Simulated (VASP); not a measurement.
# Ag (Fm-3m) in VASP: a series of runs

Ag is run at these levels: r2SCAN; tasks: single point.

Everything below comes from runs of VASP 6.6.1. Logs are shortened: lines on timing, memory, paths and dates and some standing lists are left out, and cuts for length are marked.

## 1. The cell of the first run

Symmetry: Fm-3m, No. 225, cubic system. Conventional cell: a = 3.960 Å, b = 3.960 Å, c = 3.960 Å, α = 90.00°, β = 90.00°, γ = 90.00°. Ag (site symmetry m-3m) has 12 Ag at 2.80 Å within 3.7 Å.

## 2. Single point, r2SCAN

File POSCAR:

```
Ag
1.0
    0.0000000000      1.9801824977      1.9801824977
    1.9801824977      0.0000000000      1.9801824977
    1.9801824977      1.9801824977      0.0000000000
Ag
1
Direct
    0.0000000000      0.0000000000      0.0000000000
```

File INCAR.step1:

```
PREC = Accurate
ENCUT = 520
ISMEAR = -1
SIGMA = 0.08
LREAL = False
LASPH = True
NELM = 80
NBANDS = 12
GGA = PE
ALGO = Normal
EDIFF = 1E-4
LWAVE = True
LCHARG = False
```

File INCAR.step2:

```
PREC = Accurate
ENCUT = 520
EDIFF = 1E-6
ISMEAR = -1
SIGMA = 0.08
LREAL = False
LASPH = True
NELM = 80
ALGO = Normal
ISIF = 2
LWAVE = False
LCHARG = False
METAGGA = R2SCAN
LMIXTAU = True
NBANDS = 12
ISTART = 1
```

File KPOINTS:

```
Automatic mesh
0
Gamma
  24 24 24
```

Potentials or basis: VASP PAW PBE potentials, release 64 (Ag).

Command:

```console
$ cat potpaw_PBE.64/Ag/POTCAR > POTCAR
$ cp INCAR.step1 INCAR
$ mpirun -np 1 vasp_std > vasp.out
$ cp INCAR.step2 INCAR
$ mpirun -np 1 vasp_std > vasp.out
```

OUTCAR:

```text
PREC = Accurate
   ENCUT = 520
   EDIFF = 1E-6
   ISMEAR = -1
   LREAL = False
   LASPH = True
   NELM = 80
   ISIF = 2
   METAGGA = R2SCAN
   ISTART = 1

 ion  position               nearest neighbor table
   1  0.000  0.000  0.000-

  LATTYP: Found a face centered cubic cell.
 ALAT       =     3.9603649954

  Lattice vectors:

 A1 = (   0.0000000000,   1.9801824977,   1.9801824977)
 A2 = (   1.9801824977,   0.0000000000,   1.9801824977)
 A3 = (   1.9801824977,   1.9801824977,   0.0000000000)

Analysis of symmetry for initial positions (statically):
=====================================================================
 Subroutine PRICEL returns:
 Original cell was already a primitive cell.

 Routine SETGRP: Setting up the symmetry group for a
 face centered cubic supercell.

 Subroutine GETGRP returns: Found 48 space group operations
 (whereof 48 operations were pure point group operations)
 out of a pool of 48 trial point group operations.

The static configuration has the point symmetry O_h .

Analysis of symmetry for dynamics (positions and initial velocities):
=====================================================================
 Subroutine PRICEL returns:
 Original cell was already a primitive cell.

 Routine SETGRP: Setting up the symmetry group for a
 face centered cubic supercell.

 Subroutine GETGRP returns: Found 48 space group operations
 (whereof 48 operations were pure point group operations)
 out of a pool of 48 trial point group operations.

The dynamic configuration has the point symmetry O_h .

 Subroutine INISYM returns: Found 48 space group operations
 (whereof 48 operations are pure point group operations),
 and found     1 'primitive' translations

----------------------------------------------------------------------------------------

                                     Primitive cell

  volume of cell :      15.5291

  direct lattice vectors                    reciprocal lattice vectors
     0.000000000  1.980182498  1.980182498    -0.252501979  0.252501979  0.252501979
     1.980182498  0.000000000  1.980182498     0.252501979 -0.252501979  0.252501979
     1.980182498  1.980182498  0.000000000     0.252501979  0.252501979 -0.252501979

  length of vectors
     2.800400944  2.800400944  2.800400944     0.437346257  0.437346257  0.437346257

  position of ions in fractional coordinates (direct lattice)
     0.000000000  0.000000000  0.000000000

  ion indices of the primitive-cell ions
   primitive index   ion index
                 1           1

----------------------------------------------------------------------------------------

 KPOINTS: Automatic mesh

Automatic generation of k-mesh.
 Grid dimensions read from file:
 generate k-points for:   24   24   24

 Generating k-lattice:

  Cartesian coordinates                     Fractional coordinates (reciprocal lattice)
    -0.010520916  0.010520916  0.010520916     0.041666667  0.000000000  0.000000000
     0.010520916 -0.010520916  0.010520916     0.000000000  0.041666667  0.000000000
     0.010520916  0.010520916 -0.010520916     0.000000000  0.000000000  0.041666667

  Length of vectors
     0.018222761  0.018222761  0.018222761

  Shift w.r.t. Gamma in fractional coordinates (k-lattice)
     0.000000000  0.000000000  0.000000000

 Subroutine IBZKPT returns following result:
 ===========================================

 Found    413 irreducible k-points:

 Following reciprocal coordinates:
            Coordinates               Weight
  0.000000  0.000000  0.000000      1.000000
  0.041667  0.000000  0.000000      8.000000
  0.083333  0.000000  0.000000      8.000000
  0.125000  0.000000  0.000000      8.000000
  0.166667  0.000000  0.000000      8.000000
  0.208333  0.000000  0.000000      8.000000
[... 16 lines left out ...]
  0.416667  0.041667  0.000000     24.000000
  0.458333  0.041667  0.000000     24.000000
 [... further k-points ...]
   k-points           NKPTS =    413   k-points in BZ     NKDIM =    413   number of bands    NBANDS=     12
   number of dos      NEDOS =    301   number of ions     NIONS =      1
   total plane-waves  NPLWV =  13824
   dimension x,y,z NGX =    24 NGY =   24 NGZ =   24
   dimension x,y,z NGXF=    48 NGYF=   48 NGZF=   48
   ions per type =               1
   NGX,Y,Z   is equivalent  to a cutoff of  14.25, 14.25, 14.25 a.u.
   NGXF,Y,Z  is equivalent  to a cutoff of  28.50, 28.50, 28.50 a.u.
 SYSTEM =  unknown system
   PREC   = accura    normal or accurate (medium, high low for compatibility)
   ISTART =      1    job   : 0-new  1-cont  2-samecut
   ICHARG =      0    charge: 1-file 2-atom 10-const
   ISPIN  =      1    spin polarized calculation?
   LNONCOLLINEAR =      F non collinear calculations
   LSORBIT =      F    spin-orbit coupling
   LASPH  =      T    aspherical Exc in radial PAW
   ENCUT  =  520.0 eV  38.22 Ry    6.18 a.u.   5.21  5.21  5.21*2*pi/ulx,y,z
   NELM   =     80;   NELMIN=  2; NELMDL=  0     # of ELM steps
   EDIFF  = 0.1E-05   stopping-criterion for ELM
   LREAL  =      F    real-space projection
[... 7 lines left out ...]
   TEBEG  =    0.0;   TEEND  =   0.0 temperature during run
   PSTRESS=    0.0 pullay stress
   NELECT =      11.0000    total number of electrons
   NUPDOWN=      -1.0000    fix difference up-down
   EMIN   =  10.00;   EMAX   =-10.00  energy-range for DOS
   EFERMI =   0.00;   METHOD = LEGACY
   ISMEAR =    -1;   SIGMA  =   0.08  broadening in eV -4-tet -1-fermi 0-gaus
   EFERMI_NEDOS =   21; number of points for ismear=-14 and -15
   IALGO  =     38    algorithm
   IMIX   =      4    mixing-type and parameters
     AMIX     =   0.40;   BMIX     =  1.00
     AMIX_MAG =   1.60;   BMIX_MAG =  1.00
  volume/ion in A,a.u.               =      15.53       104.80
  Fermi-wavevector in a.u.,A,eV,Ry     =   1.459342  2.757757 28.976056  2.129680
  Thomas-Fermi vector in A             =   2.575921
   LORBIT       =      0    0 simple, 1 ext, 2 COOP (PROOUT), +10 PAW based schemes
   METAGGA = R2SCAN    functional components
   LHFCALC =     F    Hartree Fock is set to
   AEXX    =    0.0000 exact exchange contribution
   IVDW    =     0    specifies the selected vdW correction
   LEPSILON=     F    determine dielectric tensor
   LRPA    =     F    only Hartree local field effects (RPA)
 non-spin polarized calculation
  energy-cutoff  :      520.00
  volume of cell :       15.53
 maximum number of plane-waves:       444
 NGX is ok and might be reduce to    24
   NGX = 11   NGY = 11   NGZ = 11

 number of electron      11.0000000 magnetization

 Free energy of the ion-electron system (eV)
  ---------------------------------------------------
  ext. energy  EPLUGINS =         0.00000000
  ---------------------------------------------------
  free energy    TOTEN  =       -21.28524229 eV

  energy without entropy =      -21.28124580  energy(sigma->0) =      -21.28324405

 E-fermi :   9.8539     XC(G=0): -13.6356

 val. band max:        9.8384863186   @ k =   0.4167   0.4167   0.0000
 cond. band min:       9.8632865256   @ k =   0.5000   0.2500   0.0833
 fundamental gap:      0.0248002069
 Fermi energy:         9.8538718904

 k-point     1 :       0.0000    0.0000    0.0000
  band No.  band energies     occupation
      1       1.0880      2.00000
      2       4.2810      2.00000
      3       4.2810      2.00000
      4       4.2810      2.00000
      5       5.5166      2.00000
      6       5.5166      2.00000
      7      26.6474      0.00000
      8      30.9729      0.00000
      9      30.9729      0.00000
     10      30.9729      0.00000
     11      36.1650      0.00000
     12      37.9336      0.00000

 k-point     2 :       0.0417    0.0000    0.0000
  band No.  band energies     occupation
      1       1.1490      2.00000
      2       4.2649      2.00000
      3       4.2994      2.00000
      4       4.2994      2.00000
      5       5.5090      2.00000
      6       5.5090      2.00000
      7      26.6799      0.00000
      8      30.4423      0.00000
      9      31.0131      0.00000
     10      31.0132      0.00000
     11      36.4668      0.00000
     12      37.8473      0.00000

 k-point     3 :       0.0833    0.0000    0.0000
  band No.  band energies     occupation
      1       1.3282      2.00000
      2       4.2225      2.00000
      3       4.3505      2.00000
      4       4.3505      2.00000
      5       5.4902      2.00000
      6       5.4902      2.00000
      7      26.7242      0.00000
      8      29.2821      0.00000
      9      31.1263      0.00000
     10      31.1263      0.00000
     11      36.1940      0.00000
     12      37.5491      0.00000
[... 286 lines left out ...]
 k-point    23 :       0.4167    0.0417    0.0000
  band No.  band energies     occupation
      1       2.5258      2.00000
      2       4.2759      2.00000
      3       4.3432      2.00000
      4       6.0490      2.00000
      5       6.3714      2.00000
      6       7.8465      2.00000
      7      16.1657      0.00000
      8      26.1875      0.00000
      9      29.2718      0.00000
     10      30.0036      0.00000
     11      34.8524      0.00000
     12      35.1272      0.00000

 k-point    24 :       0.4583    0.0417    0.0000
  band No.  band energies     occupation
      1       2.4774      2.00000
      2       4.2363      2.00000
      3       4.2995      2.00000
      4       6.2251      2.00000
      5       6.4571      2.00000
      6       8.7472      2.00000
      7      14.8945      0.00000
      8      25.9884      0.00000
      9      29.1637      0.00000
     10      29.4808      0.00000
     11      35.0161      0.00000
     12      35.0987      0.00000

 [... further k-points ...]
[... 5 lines left out ...]
  --------------------------------------------------------------------------------------
  -------------------------------------------------------------------------------------
  Total        1.4904454      1.4904454      1.4904454     -0.0000000     -0.0000000     -0.0000000
  in kB      153.7733232    153.7733232    153.7733232     -0.0000000     -0.0000000     -0.0000000
  external PRESSURE =     153.7733232 kB  Pullay stress =       0.0000000 kB

 VOLUME and BASIS-vectors are now :
 -----------------------------------------------------------------------------
  energy-cutoff  :      520.00
  volume of cell :       15.53
      direct lattice vectors                 reciprocal lattice vectors
     0.000000000  1.980182498  1.980182498    -0.252501979  0.252501979  0.252501979
     1.980182498  0.000000000  1.980182498     0.252501979 -0.252501979  0.252501979
     1.980182498  1.980182498  0.000000000     0.252501979  0.252501979 -0.252501979

 POSITION                                       TOTAL-FORCE (eV/Angst)
 -----------------------------------------------------------------------------------
      0.00000      0.00000      0.00000        -0.000000     -0.000000      0.000000
 -----------------------------------------------------------------------------------
    total drift:                                0.000000      0.000000      0.000000

  FREE ENERGIE OF THE ION-ELECTRON SYSTEM (eV)
  ---------------------------------------------------
  free  energy   TOTEN  =       -21.2852422918 eV

  energy  without entropy=      -21.2812457999  energy(sigma->0) =      -21.28324405
```

It took 1.7 min on 1 thread of Intel Xeon 6975P-C (Granite Rapids), shared host; peak memory 0.2 GiB.

What came out:

| Property | Result |
| --- | --- |
| Free energy | -21.2852 eV |
| Pressure | 15.4 GPa |

Caveat: the PAW data sets were made with another functional, which shifts forces and pressure a little.

## 3. Single point, r2SCAN

This run uses another cell than the first one, of 16.00 Å³/atom, 1.030 times its volume.

File POSCAR:

```
Ag
1.0
    0.0000000000      1.9998244580      1.9998244580
    1.9998244580      0.0000000000      1.9998244580
    1.9998244580      1.9998244580      0.0000000000
Ag
1
Direct
    0.0000000000      0.0000000000      0.0000000000
```

File INCAR.step1:

```
ALGO = Normal ; EDIFF = 1E-4
ENCUT = 520 ; GGA = PE
ISMEAR = -1 ; LASPH = True
LCHARG = False ; LREAL = False
LWAVE = True ; NBANDS = 12
NELM = 100 ; PREC = Accurate
SIGMA = 0.08
```

File INCAR.step2:

```
ALGO = Normal ; EDIFF = 1E-6
ENCUT = 520 ; ISIF = 2
ISMEAR = -1 ; ISTART = 1
LASPH = True ; LCHARG = False
LMIXTAU = True ; LREAL = False
LWAVE = False ; METAGGA = R2SCAN
NBANDS = 12 ; NELM = 100
PREC = Accurate ; SIGMA = 0.08
```

File KPOINTS:

```
k-points
0
Gamma
  24 24 24
```

Potentials or basis: VASP PAW PBE potentials, release 64 (Ag).

Command:

```console
$ cat potpaw_PBE.64/Ag/POTCAR > POTCAR
$ cp INCAR.step1 INCAR
$ mpirun -np 1 vasp_std > vasp.out
$ cp INCAR.step2 INCAR
$ mpirun -np 1 vasp_std > vasp.out
```

OUTCAR:

```text
EDIFF = 1E-6
   ENCUT = 520
   ISIF = 2
   ISMEAR = -1
   ISTART = 1
   LASPH = True
   LREAL = False
   METAGGA = R2SCAN
   NELM = 100
   PREC = Accurate

 ion  position               nearest neighbor table
   1  0.000  0.000  0.000-

  LATTYP: Found a face centered cubic cell.
 ALAT       =     3.9996489160

  Lattice vectors:

 A1 = (   0.0000000000,   1.9998244580,   1.9998244580)
 A2 = (   1.9998244580,   0.0000000000,   1.9998244580)
 A3 = (   1.9998244580,   1.9998244580,   0.0000000000)

Analysis of symmetry for initial positions (statically):
=====================================================================
 Subroutine PRICEL returns:
 Original cell was already a primitive cell.

 Routine SETGRP: Setting up the symmetry group for a
 face centered cubic supercell.

 Subroutine GETGRP returns: Found 48 space group operations
 (whereof 48 operations were pure point group operations)
 out of a pool of 48 trial point group operations.

The static configuration has the point symmetry O_h .

Analysis of symmetry for dynamics (positions and initial velocities):
[... 159 lines left out ...]
 val. band max:        9.3932671458   @ k =   0.5000   0.3333   0.1250
 cond. band min:       9.4213314119   @ k =   0.5000   0.1667   0.0417
 fundamental gap:      0.0280642661
 Fermi energy:         9.4011338611

 k-point     1 :       0.0000    0.0000    0.0000
  band No.  band energies     occupation
      1       0.8829      2.00000
      2       3.9575      2.00000
      3       3.9575      2.00000
      4       3.9575      2.00000
      5       5.1294      2.00000
      6       5.1294      2.00000
      7      26.1443      0.00000
      8      30.2808      0.00000
      9      30.2808      0.00000
     10      30.2808      0.00000
     11      35.3956      0.00000
     12      36.9184      0.00000
[... 331 lines left out ...]
 k-point    24 :       0.4583    0.0417    0.0000
  band No.  band energies     occupation
      1       2.2413      2.00000
      2       3.9167      2.00000
      3       3.9765      2.00000
      4       5.8091      2.00000
      5       6.0229      2.00000
      6       8.3685      2.00000
      7      14.2609      0.00000
      8      25.4712      0.00000
      9      28.3769      0.00000
     10      28.6896      0.00000
     11      34.1025      0.00000
     12      34.2025      0.00000

 [... further k-points ...]
[... 5 lines left out ...]
  --------------------------------------------------------------------------------------
  -------------------------------------------------------------------------------------
  Total        1.0241181      1.0241181      1.0241181      0.0000000      0.0000000     -0.0000000
  in kB      102.5781794    102.5781794    102.5781794      0.0000000      0.0000000     -0.0000000
  external PRESSURE =     102.5781794 kB  Pullay stress =       0.0000000 kB

 VOLUME and BASIS-vectors are now :
 -----------------------------------------------------------------------------
  energy-cutoff  :      520.00
  volume of cell :       16.00
      direct lattice vectors                 reciprocal lattice vectors
     0.000000000  1.999824458  1.999824458    -0.250021945  0.250021945  0.250021945
     1.999824458  0.000000000  1.999824458     0.250021945 -0.250021945  0.250021945
     1.999824458  1.999824458  0.000000000     0.250021945  0.250021945 -0.250021945

 POSITION                                       TOTAL-FORCE (eV/Angst)
 -----------------------------------------------------------------------------------
      0.00000      0.00000      0.00000         0.000000      0.000000      0.000000
 -----------------------------------------------------------------------------------
    total drift:                               -0.000000      0.000000     -0.000000

  FREE ENERGIE OF THE ION-ELECTRON SYSTEM (eV)
  ---------------------------------------------------
  free  energy   TOTEN  =       -21.3225522465 eV

  energy  without entropy=      -21.3184318015  energy(sigma->0) =      -21.32049202
```

OUTCAR.step1:

```text
EDIFF = 1E-4
   ENCUT = 520
   GGA = PE
   ISMEAR = -1
   LASPH = True
[... 575 lines left out ...]

 POSITION                                       TOTAL-FORCE (eV/Angst)
 -----------------------------------------------------------------------------------
      0.00000      0.00000      0.00000         0.000000      0.000000      0.000000
 -----------------------------------------------------------------------------------
    total drift:                               -0.000000      0.000000      0.000000

  FREE ENERGIE OF THE ION-ELECTRON SYSTEM (eV)
  ---------------------------------------------------
  free  energy   TOTEN  =        -2.6534487591 eV

  energy  without entropy=       -2.6491173734  energy(sigma->0) =       -2.65128307
```

Run time: 98 s. Hardware: 1 thread of Intel Xeon 6975P-C (Granite Rapids), shared host; peak memory 0.2 GiB.

Results:

* Free energy: -21.3226 eV
* Pressure: 10.3 GPa

Caveat: the PAW data sets were made with another functional, which shifts forces and pressure a little.

## 4. Single point, r2SCAN

This run uses another cell than the first one, of 16.32 Å³/atom, 1.051 times its volume.

File POSCAR:

```
Ag
1.0
    0.0000000000      2.0132198930      2.0132198930
    2.0132198930      0.0000000000      2.0132198930
    2.0132198930      2.0132198930      0.0000000000
Ag
1
Direct
    0.0000000000      0.0000000000      0.0000000000
```

File INCAR.step1:

```
PREC = Accurate ; ENCUT = 520
ISMEAR = -1 ; SIGMA = 0.08
LREAL = F ; LASPH = T
NELM = 100 ; NBANDS = 12
GGA = PE ; ALGO = Normal
EDIFF = 1E-4 ; LWAVE = T
LCHARG = F
```

File INCAR.step2:

```
PREC = Accurate ; ENCUT = 520
EDIFF = 1E-7 ; ISMEAR = -1
SIGMA = 0.08 ; LREAL = F
LASPH = T ; NELM = 100
ALGO = Normal ; ISIF = 2
LWAVE = F ; LCHARG = F
METAGGA = R2SCAN ; LMIXTAU = T
NBANDS = 12 ; ISTART = 1
```

File KPOINTS:

```
Automatic mesh
0
Gamma
  24 24 24
```

Command:

```console
$ cat potpaw_PBE.64/Ag/POTCAR > POTCAR
$ cp INCAR.step1 INCAR
$ mpirun -np 1 vasp_std > vasp.out
$ cp INCAR.step2 INCAR
$ mpirun -np 1 vasp_std > vasp.out
```

Run time: 1.9 min. Hardware: 1 thread of Intel Xeon 6975P-C (Granite Rapids), shared host; peak memory 0.21 GiB.

It converged, with:

```yaml
Free_energy: -21.3403 eV
Pressure: 7.2 GPa
```

Levels at points of the mesh, in eV from the Fermi level:
```tsv
k point	band 2	band 3	band 4	band 5	band 6	band 7	band 8	band 9	band 10	band 11
(0.00, 0.00, 0.00)	-5.36	-5.36	-5.36	-4.23	-4.23	16.70	20.71	20.71	20.71	25.78
(0.50, 0.00, 0.00)	-5.39	-5.39	-3.35	-3.35	-0.51	3.92	15.95	19.05	19.05	24.23
(0.50, 0.50, 0.00)	-7.02	-3.39	-3.12	-3.12	1.63	7.29	11.33	11.33	18.18	18.42
```

Caveat: the PAW data sets were made with another functional, which shifts forces and pressure a little.

[end of part 1 of 2]
